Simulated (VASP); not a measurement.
# BAsI6 (P1) in VASP: single point with PBEsol

Aim: the single point of BAsI6 with PBEsol.

All numbers are computed with VASP 6.6.1; they aren't measurements. Logs are shortened: lines on timing, memory, paths and dates and some standing lists are left out, and cuts for length are marked.

**1. The cell of the first run**

The typed cell holds 8 atoms: a = 7.027 Å, b = 8.349 Å, c = 7.026 Å, α = 65.11°, β = 59.98°, γ = 65.13°.

**2. Single point, PBEsol**

INCAR reads:

```
PREC = Accurate ; ENCUT = 520
EDIFF = 1E-6 ; ISMEAR = -1
SIGMA = 0.05 ; LREAL = False
LASPH = True ; NELM = 100
ALGO = Normal ; ISIF = 2
LWAVE = False ; LCHARG = True
GGA = PS ; LELF = True
LVHAR = True ; NBANDS = 35
```

KPOINTS reads:

```
Automatic mesh
0
Gamma
  4 4 4
```

POSCAR reads:

```
BAsI6
1.0
    0.0005309973      4.9695468781      4.9686326283
    5.8748236871     -0.8985520957      5.8633081355
    4.9641056786      4.9721367798     -0.0020528762
B As I
1 1 6
Direct
    0.5717755869      0.2925728497      0.5681382145
    0.0207998947     -0.0544873018      0.0170308755
    0.5635203053      0.2980148230      0.2684377794
    0.4059766664      0.7892700652      0.7413903414
    0.0673565450      0.7891699638      0.4022723799
    0.8743401115      0.2978977306      0.5597895997
    0.2721733972      0.2978029944      0.8708350271
    0.7452508563      0.7891664248      0.0637182445
```

Potentials or basis: VASP PAW PBE potentials, release 64 (B, As, I).

Launch:

```sh
> cat potpaw_PBE.64/B/POTCAR potpaw_PBE.64/As/POTCAR potpaw_PBE.64/I/POTCAR > POTCAR
> mpirun -np 1 vasp_std > vasp.out
```

OUTCAR:

```text
PREC = Accurate
   ENCUT = 520
   EDIFF = 1E-6
   ISMEAR = -1
   LREAL = False
   LASPH = True
   NELM = 100
   ISIF = 2
   GGA = PS

 ion  position               nearest neighbor table
   1  0.572  0.293  0.568-   7 2.12   6 2.12   3 2.12
   2  0.021  0.946  0.017-   4 2.59   5 2.59   8 2.59
   3  0.564  0.298  0.268-   1 2.12
   4  0.406  0.789  0.741-   2 2.59
   5  0.067  0.789  0.402-   2 2.59
   6  0.874  0.298  0.560-   1 2.12
   7  0.272  0.298  0.871-   1 2.12
   8  0.745  0.789  0.064-   2 2.59

  LATTYP: Found a triclinic cell.
 ALAT       =     7.0259870168
 B/A-ratio  =     0.9998004556
 C/A-ratio  =     1.1882476484
 COS(alpha) =     0.0002240271
 COS(beta)  =     0.4208088146
 COS(gamma) =     0.4997055846

  Lattice vectors:

 A1 = (  -4.9641056786,  -4.9721367798,   0.0020528762)
 A2 = (  -4.9635746813,  -0.0025899017,   4.9706855045)
 A3 = (  -5.8748236871,   0.8985520957,  -5.8633081355)

Analysis of symmetry for initial positions (statically):
=====================================================================
 Subroutine PRICEL returns:
 Original cell was already a primitive cell.

 Routine SETGRP: Setting up the symmetry group for a
 triclinic supercell.

 Subroutine GETGRP returns: Found  1 space group operations
 (whereof  1 operations were pure point group operations)
 out of a pool of  2 trial point group operations.

The static configuration has the point symmetry C_1 .

Analysis of symmetry for dynamics (positions and initial velocities):
=====================================================================
 Subroutine PRICEL returns:
 Original cell was already a primitive cell.

 Routine SETGRP: Setting up the symmetry group for a
 triclinic supercell.

 Subroutine GETGRP returns: Found  1 space group operations
 (whereof  1 operations were pure point group operations)
 out of a pool of  2 trial point group operations.

The dynamic configuration has the point symmetry C_1 .

 Subroutine INISYM returns: Found  1 space group operations
 (whereof  1 operations are pure point group operations),
 and found     1 'primitive' translations

----------------------------------------------------------------------------------------

                                     Primitive cell

  volume of cell :     311.9870

  direct lattice vectors                    reciprocal lattice vectors
     0.000530997  4.969546878  4.968632628    -0.093437630  0.093331267  0.107924161
     5.874823687 -0.898552096  5.863308135     0.079217799 -0.079057201  0.079063282
     4.964105679  4.972136780 -0.002052876     0.107705002  0.093551103 -0.093579827

  length of vectors
     7.027354171  8.348612550  7.025987017     0.170554803  0.137027382  0.170614655

  position of ions in fractional coordinates (direct lattice)
     0.571775587  0.292572850  0.568138215
     0.020799895  0.945512698  0.017030875
     0.563520305  0.298014823  0.268437779
     0.405976666  0.789270065  0.741390341
     0.067356545  0.789169964  0.402272380
     0.874340111  0.297897731  0.559789600
     0.272173397  0.297802994  0.870835027
     0.745250856  0.789166425  0.063718245

  ion indices of the primitive-cell ions
   primitive index   ion index
                 1           1
                 2           2
                 3           3
                 4           4
                 5           5
                 6           6
                 7           7
                 8           8

----------------------------------------------------------------------------------------

 KPOINTS: Automatic mesh

Automatic generation of k-mesh.
 Grid dimensions read from file:
 generate k-points for:    4    4    4

 Generating k-lattice:

  Cartesian coordinates                     Fractional coordinates (reciprocal lattice)
    -0.023359408  0.023332817  0.026981040     0.250000000  0.000000000  0.000000000
     0.019804450 -0.019764300  0.019765821    -0.000000000  0.250000000  0.000000000
     0.026926251  0.023387776 -0.023394957     0.000000000  0.000000000  0.250000000

  Length of vectors
     0.042638701  0.034256845  0.042653664

  Shift w.r.t. Gamma in fractional coordinates (k-lattice)
     0.000000000  0.000000000  0.000000000

 Subroutine IBZKPT returns following result:
 ===========================================

 Found     36 irreducible k-points:

 Following reciprocal coordinates:
            Coordinates               Weight
  0.000000  0.000000  0.000000      1.000000
  0.250000 -0.000000 -0.000000      2.000000
  0.500000 -0.000000 -0.000000      1.000000
  0.000000  0.250000 -0.000000      2.000000
  0.250000  0.250000 -0.000000      2.000000
  0.500000  0.250000  0.000000      2.000000
[... 16 lines left out ...]
 -0.000000 -0.250000  0.250000      2.000000
  0.250000 -0.250000  0.250000      2.000000
 [... further k-points ...]
   k-points           NKPTS =     36   k-points in BZ     NKDIM =     36   number of bands    NBANDS=     35
   number of dos      NEDOS =    301   number of ions     NIONS =      8
   total plane-waves  NPLWV = 186624
   dimension x,y,z NGX =    54 NGY =   64 NGZ =   54
   dimension x,y,z NGXF=   108 NGYF=  128 NGZF=  108
   ions per type =               1   1   6
   NGX,Y,Z   is equivalent  to a cutoff of  12.77, 12.74, 12.78 a.u.
   NGXF,Y,Z  is equivalent  to a cutoff of  25.55, 25.49, 25.55 a.u.
 SYSTEM =  unknown system
   PREC   = accura    normal or accurate (medium, high low for compatibility)
   ISTART =      0    job   : 0-new  1-cont  2-samecut
   ICHARG =      2    charge: 1-file 2-atom 10-const
   ISPIN  =      1    spin polarized calculation?
   LNONCOLLINEAR =      F non collinear calculations
   LSORBIT =      F    spin-orbit coupling
   LASPH  =      T    aspherical Exc in radial PAW
   ENCUT  =  520.0 eV  38.22 Ry    6.18 a.u.  13.07 15.52 13.06*2*pi/ulx,y,z
   NELM   =    100;   NELMIN=  2; NELMDL= -5     # of ELM steps
   EDIFF  = 0.1E-05   stopping-criterion for ELM
   LREAL  =      F    real-space projection
   EDIFFG = 0.1E-04   stopping-criterion for IOM
   NSW    =      0    number of steps for IOM
   IBRION =     -1    ionic relax: 0-MD 1-quasi-New 2-CG
   NFREE  =      0    steps in history (QN), initial steepest desc. (CG)
   ISIF   =      2    stress and relaxation
   ISYM   =      2    0-nonsym 1-usesym 2-fastsym
   POTIM  = 0.5000    time-step for ionic-motion
   TEBEG  =    0.0;   TEEND  =   0.0 temperature during run
   PSTRESS=    0.0 pullay stress
   NELECT =      50.0000    total number of electrons
   NUPDOWN=      -1.0000    fix difference up-down
   EMIN   =  10.00;   EMAX   =-10.00  energy-range for DOS
   EFERMI =   0.00;   METHOD = LEGACY
   ISMEAR =    -1;   SIGMA  =   0.05  broadening in eV -4-tet -1-fermi 0-gaus
   EFERMI_NEDOS =   21; number of points for ismear=-14 and -15
   IALGO  =     38    algorithm
   IMIX   =      4    mixing-type and parameters
     AMIX     =   0.40;   BMIX     =  1.00
     AMIX_MAG =   1.60;   BMIX_MAG =  1.00
  volume/ion in A,a.u.               =      39.00       263.17
  Fermi-wavevector in a.u.,A,eV,Ry     =   0.889241  1.680421 10.758794  0.790749
  Thomas-Fermi vector in A             =   2.010775
   LORBIT       =      0    0 simple, 1 ext, 2 COOP (PROOUT), +10 PAW based schemes
   GGA     = PS    functional components
   LHFCALC =     F    Hartree Fock is set to
   AEXX    =    0.0000 exact exchange contribution
   IVDW    =     0    specifies the selected vdW correction
   LEPSILON=     F    determine dielectric tensor
   LRPA    =     F    only Hartree local field effects (RPA)
 non-spin polarized calculation
  energy-cutoff  :      520.00
  volume of cell :      311.99
 maximum number of plane-waves:      8424
 NGX is ok and might be reduce to    54
   NGX = 27   NGY = 31   NGZ = 27

 number of electron      50.0000001 magnetization

 Free energy of the ion-electron system (eV)
  ---------------------------------------------------
  ext. energy  EPLUGINS =         0.00000000
  ---------------------------------------------------
  free energy    TOTEN  =       -23.05106546 eV

  energy without entropy =      -23.05106545  energy(sigma->0) =      -23.05106546

 E-fermi :   2.7725     XC(G=0):  -8.0247

 val. band max:        1.8054882330   @ k =   0.0000   0.0000   0.0000
 cond. band min:       3.6828578755   @ k =   0.0000   0.5000  -0.0000
 fundamental gap:      1.8773696425
 Fermi energy:         2.7725043082

 k-point     1 :       0.0000    0.0000    0.0000
  band No.  band energies     occupation
      1     -11.5640      2.00000
      2     -11.0862      2.00000
      3     -10.2963      2.00000
      4     -10.2960      2.00000
      5      -9.6470      2.00000
      6      -9.6470      2.00000
[... 27 lines left out ...]
     34       8.3360      0.00000
     35       8.3413      0.00000

 k-point     2 :       0.2500   -0.0000   -0.0000
  band No.  band energies     occupation
      1     -11.4816      2.00000
      2     -11.0800      2.00000
      3     -10.3500      2.00000
      4     -10.3169      2.00000
      5      -9.7474      2.00000
      6      -9.6827      2.00000
[... 27 lines left out ...]
     34       8.1148      0.00000
     35       8.3466      0.00000

 k-point     3 :       0.5000   -0.0000   -0.0000
  band No.  band energies     occupation
      1     -11.3664      2.00000
      2     -11.1053      2.00000
      3     -10.3989      2.00000
      4     -10.3354      2.00000
      5      -9.8535      2.00000
      6      -9.7169      2.00000
[... 27 lines left out ...]
     34       8.2159      0.00000
     35       8.3433      0.00000
[... 723 lines left out ...]
 k-point    23 :      -0.0000   -0.2500    0.2500
  band No.  band energies     occupation
      1     -11.4439      2.00000
      2     -11.1206      2.00000
      3     -10.3591      2.00000
      4     -10.3180      2.00000
      5      -9.7468      2.00000
      6      -9.6824      2.00000
[... 27 lines left out ...]
     34       8.3866      0.00000
     35       8.5940      0.00000

 k-point    24 :       0.2500   -0.2500    0.2500
  band No.  band energies     occupation
      1     -11.4353      2.00000
      2     -11.1261      2.00000
      3     -10.3635      2.00000
      4     -10.3215      2.00000
      5      -9.7511      2.00000
      6      -9.6784      2.00000
[... 27 lines left out ...]
     34       8.4840      0.00000
     35       8.6935      0.00000

 [... further k-points ...]

------------------------ aborting loop because EDIFF is reached ----------------------------------------

  FORCE on cell =-STRESS in cart. coord.  units (eV):
  Direction    XX          YY          ZZ          XY          YZ          ZX
  --------------------------------------------------------------------------------------
  -------------------------------------------------------------------------------------
  Total        0.1322180      0.1255291      0.1347477      0.0361079      0.0332945     -0.0381355
  in kB        0.6789922      0.6446419      0.6919828      0.1854283      0.1709805     -0.1958408
  external PRESSURE =       0.6718723 kB  Pullay stress =       0.0000000 kB

 VOLUME and BASIS-vectors are now :
 -----------------------------------------------------------------------------
  energy-cutoff  :      520.00
  volume of cell :      311.99
      direct lattice vectors                 reciprocal lattice vectors
     0.000530997  4.969546878  4.968632628    -0.093437630  0.093331267  0.107924161
     5.874823687 -0.898552096  5.863308135     0.079217799 -0.079057201  0.079063282
     4.964105679  4.972136780 -0.002052876     0.107705002  0.093551103 -0.093579827

 POSITION                                       TOTAL-FORCE (eV/Angst)
 -----------------------------------------------------------------------------------
      4.53942      5.40343      4.55522        -0.000451     -0.001144      0.001764
      5.63927     -0.66155      5.64714         0.024732     -0.024557      0.024633
      3.08364      3.86737      4.54673        -0.017932     -0.015448     -0.000500
      8.31738      4.99461      6.64336        -0.025305      0.008168      0.010712
      6.63319      1.62577      4.96099         0.011002      0.025016     -0.008475
      4.52942      6.86075      6.08979        -0.000437      0.017785      0.016284
      6.07260      5.41490      3.09665         0.016880      0.000503     -0.018721
      4.95291      3.31127      8.32987        -0.008489     -0.010323     -0.025696
 -----------------------------------------------------------------------------------
    total drift:                                0.000192     -0.000269      0.000199

  FREE ENERGIE OF THE ION-ELECTRON SYSTEM (eV)
  ---------------------------------------------------
  free  energy   TOTEN  =       -23.0510654563 eV

  energy  without entropy=      -23.0510654541  energy(sigma->0) =      -23.05106546
```

It took 16 min on 1 thread of AMD EPYC, shared host; peak memory 0.63 GiB.

What came out:

```
Free energy            : -23.0511 eV
Pressure               : 0.1 GPa
Largest force          : 0.043 eV/Å
Band gap on the k mesh : 1.88 eV (least direct gap 1.92 eV)
```

Forces in eV/Å, atoms in the order of the input:
```
B    0.000 -0.001  0.002
As   0.025 -0.025  0.025
I   -0.018 -0.015 -0.001
I   -0.025  0.008  0.011
I    0.011  0.025 -0.008
I    0.000  0.018  0.016
I    0.017  0.001 -0.019
I   -0.008 -0.010 -0.026
```

Levels at points of the mesh, in eV from the valence-band top:
```csv
k point,band 22,band 23,band 24,band 25,band 26,band 27,band 28,band 29
"(0.00, 0.00, 0.00)",-0.74,-0.42,0.00,0.00,2.13,2.60,2.85,2.85
"(0.50, 0.00, 0.00)",-0.60,-0.53,-0.38,-0.25,2.12,2.40,2.92,3.41
"(0.00, 0.50, 0.00)",-0.81,-0.71,-0.04,-0.04,1.88,2.80,3.03,3.03
"(0.50, 0.50, 0.00)",-0.65,-0.54,-0.27,-0.12,2.24,2.42,2.86,3.36
"(0.00, 0.00, 0.50)",-0.60,-0.53,-0.38,-0.25,2.12,2.40,2.92,3.41
"(0.50, 0.00, 0.50)",-0.65,-0.54,-0.27,-0.12,2.24,2.42,2.86,3.36
"(0.00, 0.50, 0.50)",-0.65,-0.54,-0.27,-0.12,2.24,2.42,2.86,3.36
"(0.50, 0.50, 0.50)",-0.60,-0.53,-0.38,-0.26,2.12,2.40,2.92,3.41
```

Caveat: the PAW data sets were made with another functional, which shifts forces and pressure a little; spin-orbit coupling is left out, which moves the levels of the heavy elements. A k mesh can miss the band edges.
